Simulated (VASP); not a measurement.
# CdSe in VASP: notebook

CdSe is run at these levels: PBE; tasks: single point.

Program: VASP 6.6.1. These are calculated values, not measurements. Logs are shortened: lines on timing, memory, paths and dates and some standing lists are left out, and cuts for length are marked.

**1. The cell of the first run**

The cell holds a wire with vacuum, 2 atoms: a = 9.000 Å, b = 9.300 Å, c = 4.804 Å, α = 90.00°, β = 90.00°, γ = 90.00°.

**2. Single point, PBE, collinear spin, ferromagnetic start**

INCAR reads:

```
SYSTEM = CdSe
PREC = Accurate
ENCUT = 520
EDIFF = 1E-6
ISMEAR = 0
SIGMA = 0.05
LREAL = .FALSE.
LASPH = .TRUE.
NELM = 150
ALGO = Normal
ISIF = 2
LWAVE = .FALSE.
LCHARG = .TRUE.
ISPIN = 2
MAGMOM = 0.5 0.5
LORBIT = 11
GGA = PE
LELF = .TRUE.
LVHAR = .TRUE.
NBANDS = 20
```

KPOINTS reads:

```
Automatic mesh
0
G
  1 1 14
  0 0 0
```

POSCAR reads:

```
CdSe
1.0
    9.0000000000      0.0000000000      0.0000000000
    0.0000000000      9.3000000000      0.0000000000
    0.0000000000      0.0000000000      4.8038054314
Cd Se
1 1
Direct
    0.5000000000      0.5000000000     -0.0174938268
    0.5000000000      0.5000000000      0.4824938268
```

Potentials or basis: VASP PAW PBE potentials, release 64 (Cd, Se).

Started as:

```sh
$ cat potpaw_PBE.64/Cd/POTCAR potpaw_PBE.64/Se/POTCAR > POTCAR
$ mpirun -np 1 vasp_std > vasp.out
```

OUTCAR:

```text
SYSTEM = CdSe
   PREC = Accurate
   ENCUT = 520
   EDIFF = 1E-6
   ISMEAR = 0
   LREAL = .FALSE.
   LASPH = .TRUE.
   NELM = 150
   ISIF = 2
   ISPIN = 2
   LORBIT = 11
   GGA = PE

 ion  position               nearest neighbor table
   1  0.500  0.500  0.983-   2 2.40   2 2.40
   2  0.500  0.500  0.482-   1 2.40   1 2.40

  LATTYP: Found a simple orthorhombic cell.
 ALAT       =     4.8038054314
 B/A-ratio  =     1.8735146809
 C/A-ratio  =     1.9359651703

  Lattice vectors:

 A1 = (   0.0000000000,   0.0000000000,   4.8038054314)
 A2 = (   9.0000000000,   0.0000000000,   0.0000000000)
 A3 = (   0.0000000000,   9.3000000000,   0.0000000000)

Analysis of symmetry for initial positions (statically):
=====================================================================
 Subroutine PRICEL returns:
 Original cell was already a primitive cell.

 Routine SETGRP: Setting up the symmetry group for a
 simple orthorhombic supercell.

 Subroutine GETGRP returns: Found  4 space group operations
 (whereof  4 operations were pure point group operations)
 out of a pool of  8 trial point group operations.

The static configuration has the point symmetry C_2v.

Analysis of symmetry for dynamics (positions and initial velocities):
=====================================================================
 Subroutine PRICEL returns:
 Original cell was already a primitive cell.

 Routine SETGRP: Setting up the symmetry group for a
 simple orthorhombic supercell.

 Subroutine GETGRP returns: Found  4 space group operations
 (whereof  4 operations were pure point group operations)
 out of a pool of  8 trial point group operations.

The dynamic configuration has the point symmetry C_2v.

Analysis of structural, dynamic, and magnetic symmetry:
=====================================================================
 Subroutine PRICEL returns:
 Original cell was already a primitive cell.

 Routine SETGRP: Setting up the symmetry group for a
 simple orthorhombic supercell.

 Subroutine GETGRP returns: Found  4 space group operations
 (whereof  4 operations were pure point group operations)
 out of a pool of  8 trial point group operations.

The overall configuration has the point symmetry C_2v.

 Subroutine INISYM returns: Found  4 space group operations
 (whereof  4 operations are pure point group operations),
 and found     1 'primitive' translations

----------------------------------------------------------------------------------------

                                     Primitive cell

  volume of cell :     402.0785

  direct lattice vectors                    reciprocal lattice vectors
     9.000000000  0.000000000  0.000000000     0.111111111  0.000000000  0.000000000
     0.000000000  9.300000000  0.000000000     0.000000000  0.107526882  0.000000000
     0.000000000  0.000000000  4.803805431     0.000000000  0.000000000  0.208168298

  length of vectors
     9.000000000  9.300000000  4.803805431     0.111111111  0.107526882  0.208168298

  position of ions in fractional coordinates (direct lattice)
     0.500000000  0.500000000  0.982506173
     0.500000000  0.500000000  0.482493827

  ion indices of the primitive-cell ions
   primitive index   ion index
                 1           1
                 2           2

----------------------------------------------------------------------------------------

 KPOINTS: Automatic mesh

Automatic generation of k-mesh.
 Grid dimensions read from file:
 generate k-points for:    1    1   14

 Generating k-lattice:

  Cartesian coordinates                     Fractional coordinates (reciprocal lattice)
     0.111111111  0.000000000  0.000000000     1.000000000  0.000000000  0.000000000
     0.000000000  0.107526882  0.000000000     0.000000000  1.000000000  0.000000000
     0.000000000  0.000000000  0.014869164     0.000000000  0.000000000  0.071428571

  Length of vectors
     0.111111111  0.107526882  0.014869164

  Shift w.r.t. Gamma in fractional coordinates (k-lattice)
     0.000000000  0.000000000  0.000000000

 Subroutine IBZKPT returns following result:
 ===========================================

 Found      8 irreducible k-points:

 Following reciprocal coordinates:
            Coordinates               Weight
  0.000000  0.000000  0.000000      1.000000
  0.000000  0.000000  0.071429      2.000000
  0.000000  0.000000  0.142857      2.000000
  0.000000  0.000000  0.214286      2.000000
  0.000000  0.000000  0.285714      2.000000
  0.000000  0.000000  0.357143      2.000000
  0.000000  0.000000  0.428571      2.000000
  0.000000  0.000000  0.500000      1.000000
   k-points           NKPTS =      8   k-points in BZ     NKDIM =      8   number of bands    NBANDS=     20
   number of dos      NEDOS =    301   number of ions     NIONS =      2
   total plane-waves  NPLWV = 176400
   dimension x,y,z NGX =    70 NGY =   70 NGZ =   36
   dimension x,y,z NGXF=   140 NGYF=  140 NGZF=   72
   ions per type =               1   1
   NGX,Y,Z   is equivalent  to a cutoff of  12.93, 12.51, 12.46 a.u.
   NGXF,Y,Z  is equivalent  to a cutoff of  25.86, 25.03, 24.92 a.u.
 SYSTEM =  CdSe
   PREC   = accura    normal or accurate (medium, high low for compatibility)
   ISTART =      0    job   : 0-new  1-cont  2-samecut
   ICHARG =      2    charge: 1-file 2-atom 10-const
   ISPIN  =      2    spin polarized calculation?
   LNONCOLLINEAR =      F non collinear calculations
   LSORBIT =      F    spin-orbit coupling
   LASPH  =      T    aspherical Exc in radial PAW
   ENCUT  =  520.0 eV  38.22 Ry    6.18 a.u.  16.73 17.29  8.93*2*pi/ulx,y,z
   NELM   =    150;   NELMIN=  2; NELMDL= -5     # of ELM steps
   EDIFF  = 0.1E-05   stopping-criterion for ELM
   LREAL  =      F    real-space projection
   EDIFFG = 0.1E-04   stopping-criterion for IOM
   NSW    =      0    number of steps for IOM
   IBRION =     -1    ionic relax: 0-MD 1-quasi-New 2-CG
   NFREE  =      0    steps in history (QN), initial steepest desc. (CG)
   ISIF   =      2    stress and relaxation
   ISYM   =      2    0-nonsym 1-usesym 2-fastsym
   POTIM  = 0.5000    time-step for ionic-motion
   TEBEG  =    0.0;   TEEND  =   0.0 temperature during run
   PSTRESS=    0.0 pullay stress
   NELECT =      18.0000    total number of electrons
   NUPDOWN=      -1.0000    fix difference up-down
   EMIN   =  10.00;   EMAX   =-10.00  energy-range for DOS
   EFERMI =   0.00;   METHOD = LEGACY
   ISMEAR =     0;   SIGMA  =   0.05  broadening in eV -4-tet -1-fermi 0-gaus
   EFERMI_NEDOS =   21; number of points for ismear=-14 and -15
   IALGO  =     38    algorithm
   IMIX   =      4    mixing-type and parameters
     AMIX     =   0.40;   BMIX     =  1.00
     AMIX_MAG =   1.60;   BMIX_MAG =  1.00
  volume/ion in A,a.u.               =     201.04      1356.68
  Fermi-wavevector in a.u.,A,eV,Ry     =   0.581293  1.098485  4.597436  0.337902
  Thomas-Fermi vector in A             =   1.625742
   LORBIT       =     11    0 simple, 1 ext, 2 COOP (PROOUT), +10 PAW based schemes
   GGA     = PE    functional components
   LHFCALC =     F    Hartree Fock is set to
   AEXX    =    0.0000 exact exchange contribution
   IVDW    =     0    specifies the selected vdW correction
   LEPSILON=     F    determine dielectric tensor
   LRPA    =     F    only Hartree local field effects (RPA)
 spin polarized calculation
 Gauss-broadening in eV      SIGMA  =   0.05
  energy-cutoff  :      520.00
  volume of cell :      402.08
 maximum number of plane-waves:     10854
 NGX is ok and might be reduce to    70
   NGX = 33   NGY = 35   NGZ = 17

 number of electron      18.0000001 magnetization       0.0001173

 number of electron      18.0000001 magnetization      -0.0000179

 Free energy of the ion-electron system (eV)
  ---------------------------------------------------
  ext. energy  EPLUGINS =         0.00000000
  ---------------------------------------------------
  free energy    TOTEN  =        -3.59969422 eV

  energy without entropy =       -3.59969418  energy(sigma->0) =       -3.59969420

 E-fermi :  -4.4222     XC(G=0):  -2.2862

 val. band max:       -4.5963554918   @ k =   0.0000   0.0000   0.5000
 cond. band min:      -4.2524738662   @ k =   0.0000   0.0000   0.0000
 fundamental gap:      0.3438816256
 Fermi energy:        -4.4221598692

 spin component 1

 k-point     1 :       0.0000    0.0000    0.0000
  band No.  band energies     occupation
      1     -16.8503      1.00000
      2     -13.0685      1.00000
      3     -13.0684      1.00000
      4     -12.9569      1.00000
      5     -12.9569      1.00000
      6     -12.2892      1.00000
[... 12 lines left out ...]
     19       4.3688      0.00000
     20       4.5375      0.00000
[... 139 lines left out ...]
 k-point     8 :       0.0000    0.0000    0.5000
  band No.  band energies     occupation
      1     -15.9056      1.00000
      2     -13.9345      1.00000
      3     -13.1388      1.00000
      4     -13.1388      1.00000
      5     -12.9557      1.00000
      6     -12.9557      1.00000
[... 12 lines left out ...]
     19       3.5522      0.00000
     20       3.6440      0.00000
 Fermi energy:        -4.4221598692

 spin component 2

 k-point     1 :       0.0000    0.0000    0.0000
  band No.  band energies     occupation
      1     -16.8503      1.00000
      2     -13.0685      1.00000
      3     -13.0685      1.00000
      4     -12.9569      1.00000
      5     -12.9569      1.00000
      6     -12.2892      1.00000
[... 12 lines left out ...]
     19       4.3702      0.00000
     20       4.5390      0.00000
[... 139 lines left out ...]
 k-point     8 :       0.0000    0.0000    0.5000
  band No.  band energies     occupation
      1     -15.9056      1.00000
      2     -13.9345      1.00000
      3     -13.1388      1.00000
      4     -13.1388      1.00000
      5     -12.9557      1.00000
      6     -12.9557      1.00000
[... 12 lines left out ...]
     19       3.5525      0.00000
     20       3.6520      0.00000

------------------------ aborting loop because EDIFF is reached ----------------------------------------

  FORCE on cell =-STRESS in cart. coord.  units (eV):
  Direction    XX          YY          ZZ          XY          YZ          ZX
  --------------------------------------------------------------------------------------
  -------------------------------------------------------------------------------------
  Total        0.0347641      0.0228353      0.4334309      0.0000000      0.0000000      0.0000000
  in kB        0.1385258      0.0909927      1.7271083      0.0000000      0.0000000      0.0000000
  external PRESSURE =       0.6522089 kB  Pullay stress =       0.0000000 kB

 VOLUME and BASIS-vectors are now :
 -----------------------------------------------------------------------------
  energy-cutoff  :      520.00
  volume of cell :      402.08
      direct lattice vectors                 reciprocal lattice vectors
     9.000000000  0.000000000  0.000000000     0.111111111  0.000000000  0.000000000
     0.000000000  9.300000000  0.000000000     0.000000000  0.107526882  0.000000000
     0.000000000  0.000000000  4.803805431     0.000000000  0.000000000  0.208168298

 POSITION                                       TOTAL-FORCE (eV/Angst)
 -----------------------------------------------------------------------------------
      4.50000      4.65000      4.71977         0.000000      0.000000     -0.000938
      4.50000      4.65000      2.31781         0.000000      0.000000      0.000938
 -----------------------------------------------------------------------------------
    total drift:                                0.000000      0.000000     -0.000017

  FREE ENERGIE OF THE ION-ELECTRON SYSTEM (eV)
  ---------------------------------------------------
  free  energy   TOTEN  =        -3.5996942228 eV

  energy  without entropy=       -3.5996941822  energy(sigma->0) =       -3.59969420

 total charge

# of ion       s       p       d       tot
------------------------------------------
    1        0.463   0.258   9.550  10.271
    2        1.412   2.433   0.016   3.861
--------------------------------------------------
tot          1.875   2.691   9.566  14.132

 magnetization (x)

# of ion       s       p       d       tot
------------------------------------------
    1       -0.000  -0.000   0.000  -0.000
    2        0.000  -0.000  -0.000   0.000
--------------------------------------------------
tot          0.000  -0.000   0.000  -0.000
```

Wall time 1.8 min (1 thread of Intel Xeon Platinum 8488C (Sapphire Rapids), shared host); peak memory 0.57 GiB.

What came out:

| Item | Value |
| --- | --- |
| Free energy | -3.5997 eV |
| Band gap on the k mesh | 0.34 eV, indirect (least direct gap 1.15 eV) |
| Net moment | 0.00 μB per cell |
| Valence electrons inside the program's atomic spheres | Cd 10.27; Se 3.86 |

Levels at points of the mesh, in eV from the valence-band top:
Spin up:
| k point | band 7 | band 8 | band 9 | band 10 | band 11 | band 12 |
| --- | --- | --- | --- | --- | --- | --- |
| (0.00, 0.00, 0.00) | -2.53 | -0.81 | -0.81 | 0.34 | 4.72 | 5.26 |
| (0.00, 0.00, 0.50) | -3.84 | 0.00 | 0.00 | 3.56 | 3.57 | 5.45 |
Spin down:
| k point | band 6 | band 7 | band 8 | band 9 | band 10 | band 11 | band 12 | band 13 |
| --- | --- | --- | --- | --- | --- | --- | --- | --- |
| (0.00, 0.00, 0.00) | -7.69 | -2.53 | -0.81 | -0.81 | 0.34 | 4.72 | 5.26 | 5.30 |
| (0.00, 0.00, 0.50) | -8.36 | -3.84 | 0.00 | 0.00 | 3.56 | 3.57 | 5.45 | 5.82 |

**3. Single point, PBE, collinear spin, ferromagnetic start**

INCAR reads:

```
PREC = Accurate
ENCUT = 520
EDIFF = 1E-6
ISMEAR = 0
SIGMA = 0.05
LREAL = F
LASPH = T
NELM = 150
ALGO = Normal
ISIF = 2
LWAVE = F
LCHARG = F
ISPIN = 2
MAGMOM = 0.5 0.5
LORBIT = 11
GGA = PE
NBANDS = 20
```

KPOINTS reads:

```
Automatic mesh
0
Gamma
  1 1 14
```

POSCAR reads:

```
CdSe
1.0
    9.0000000000      0.0000000000      0.0000000000
    0.0000000000      9.3000000000      0.0000000000
    0.0000000000      0.0000000000      4.8037441713
Cd Se
1 1
Direct
    0.5000000000      0.5000000000      0.0000000000
    0.5000000000      0.5000000000      0.5000000000
```

Potentials or basis: VASP PAW PBE potentials, release 64 (Cd, Se).

Started as:

```sh
$ cat potpaw_PBE.64/Cd/POTCAR potpaw_PBE.64/Se/POTCAR > POTCAR
$ mpirun -np 1 vasp_std > vasp.out
```

OUTCAR:

```text
PREC = Accurate
   ENCUT = 520
   EDIFF = 1E-6
   ISMEAR = 0
   LREAL = F
   LASPH = T
   NELM = 150
   ISIF = 2
   ISPIN = 2
   LORBIT = 11
   GGA = PE

 ion  position               nearest neighbor table
   1  0.500  0.500  0.000-   2 2.40   2 2.40
   2  0.500  0.500  0.500-   1 2.40   1 2.40

  LATTYP: Found a simple orthorhombic cell.
 ALAT       =     4.8037441713
 B/A-ratio  =     1.8735385731
 C/A-ratio  =     1.9359898588

  Lattice vectors:

[... 565 lines left out ...]
  in kB        0.1373046      0.0911175      1.7279838      0.0000000      0.0000000      0.0000000
  external PRESSURE =       0.6521353 kB  Pullay stress =       0.0000000 kB

 VOLUME and BASIS-vectors are now :
 -----------------------------------------------------------------------------
  energy-cutoff  :      520.00
  volume of cell :      402.07
      direct lattice vectors                 reciprocal lattice vectors
     9.000000000  0.000000000  0.000000000     0.111111111  0.000000000  0.000000000
     0.000000000  9.300000000  0.000000000     0.000000000  0.107526882  0.000000000
     0.000000000  0.000000000  4.803744171     0.000000000  0.000000000  0.208170953

 POSITION                                       TOTAL-FORCE (eV/Angst)
 -----------------------------------------------------------------------------------
      4.50000      4.65000      0.00000         0.000000      0.000000      0.000000
      4.50000      4.65000      2.40187         0.000000      0.000000      0.000000
 -----------------------------------------------------------------------------------
    total drift:                                0.000000      0.000000      0.000000

  FREE ENERGIE OF THE ION-ELECTRON SYSTEM (eV)
  ---------------------------------------------------
  free  energy   TOTEN  =        -3.5996889645 eV

  energy  without entropy=       -3.5996889243  energy(sigma->0) =       -3.59968894

 total charge

# of ion       s       p       d       tot
------------------------------------------
    1        0.463   0.258   9.550  10.271
    2        1.412   2.433   0.016   3.861
--------------------------------------------------
tot          1.875   2.691   9.566  14.132

 magnetization (x)

# of ion       s       p       d       tot
------------------------------------------
    1       -0.000  -0.000   0.000  -0.000
    2        0.000  -0.000  -0.000   0.000
--------------------------------------------------
tot          0.000  -0.000   0.000  -0.000
```

OSZICAR:

```text
N       E                     dE             d eps       ncg     rms          rms(c)
DAV:   1     0.127368833712E+03    0.12737E+03   -0.50012E+03   640   0.579E+02
[... 13 lines left out ...]
DAV:  15    -0.359957426702E+01   -0.20249E-03   -0.33485E-05   688   0.140E-02    0.282E-03
DAV:  16    -0.359959735557E+01   -0.23089E-04   -0.28539E-06   724   0.463E-03    0.140E-03
DAV:  17    -0.359967249674E+01   -0.75141E-04   -0.48922E-06   680   0.535E-03    0.801E-04
DAV:  18    -0.359967498336E+01   -0.24866E-05   -0.81496E-07   672   0.225E-03    0.572E-04
DAV:  19    -0.359968129111E+01   -0.63077E-05   -0.37867E-07   560   0.159E-03    0.395E-04
DAV:  20    -0.359968820706E+01   -0.69160E-05   -0.52296E-07   632   0.145E-03    0.226E-04
DAV:  21    -0.359968896450E+01   -0.75744E-06   -0.34307E-08   624   0.477E-04
   1 F= -.35996890E+01 E0= -.35996889E+01  d E =-.402004E-07  mag=    -0.0000
```

Run time: 1.7 min. Hardware: 1 thread of Intel Xeon Platinum 8488C (Sapphire Rapids), shared host; peak memory 0.57 GiB.

What came out:

```
Free energy                                           : -3.5997 eV
Band gap on the k mesh                                : 0.34 eV, indirect (least direct gap 1.15 eV)
Net moment                                            : 0.00 μB per cell
Valence electrons inside the program's atomic spheres : Cd 10.27; Se 3.86
```

**4. Single point, PBE, collinear spin, ferromagnetic start**

This run uses another cell than the first one, of 202.13 Å³/atom, 1.005 times its volume.

INCAR reads:

```
ALGO = Normal ; EDIFF = 1E-6
ENCUT = 520 ; GGA = PE
ISIF = 2 ; ISMEAR = 0
ISPIN = 2 ; LASPH = T
LCHARG = F ; LORBIT = 11
LREAL = F ; LWAVE = F
MAGMOM = 0.5 0.5 ; NBANDS = 20
NELM = 150 ; PREC = Accurate
SIGMA = 0.05
```

KPOINTS reads:

```
k-points
0
Gamma
  1 1 14
```

Changes to POSCAR since step 3:

```diff
@@ -4,3 +4,3 @@
     0.0000000000      9.3000000000      0.0000000000
-    0.0000000000      0.0000000000      4.8037441713
+    0.0000000000      0.0000000000      4.8299504740
 Cd Se
```

Started as:

```sh
$ cat potpaw_PBE.64/Cd/POTCAR potpaw_PBE.64/Se/POTCAR > POTCAR
$ mpirun -np 1 vasp_std > vasp.out
```

It took 1.7 min on 1 thread of Intel Xeon Platinum 8488C (Sapphire Rapids), shared host; peak memory 0.57 GiB.

The run converged. Its results:

| Quantity | Value |
| --- | --- |
| Free energy | -3.6002 eV |
| Band gap on the k mesh | 0.28 eV, indirect (least direct gap 1.06 eV) |
| Net moment | 0.00 μB per cell |
| Valence electrons inside the program's atomic spheres | Cd 10.26; Se 3.85 |

Levels at points of the mesh, in eV from the valence-band top:
Spin up:
```
           k point  band 5  band 6  band 7  band 8  band 9  band 10  band 11  band 12  band 13  band 14
(0.00, 0.00, 0.00)   -8.38   -7.72   -2.51   -0.78   -0.78     0.28     4.71     5.23     5.27     5.81
(0.00, 0.00, 0.50)   -8.37   -8.37   -3.83    0.00    0.00     3.55     3.56     5.38     5.79     7.15
```
Spin down:
```tsv
k point	band 5	band 6	band 7	band 8	band 9	band 10	band 11	band 12	band 13	band 14
(0.00, 0.00, 0.00)	-8.38	-7.72	-2.51	-0.78	-0.78	0.28	4.71	5.23	5.27	5.81
(0.00, 0.00, 0.50)	-8.37	-8.37	-3.83	0.00	0.00	3.55	3.56	5.38	5.80	7.16
```
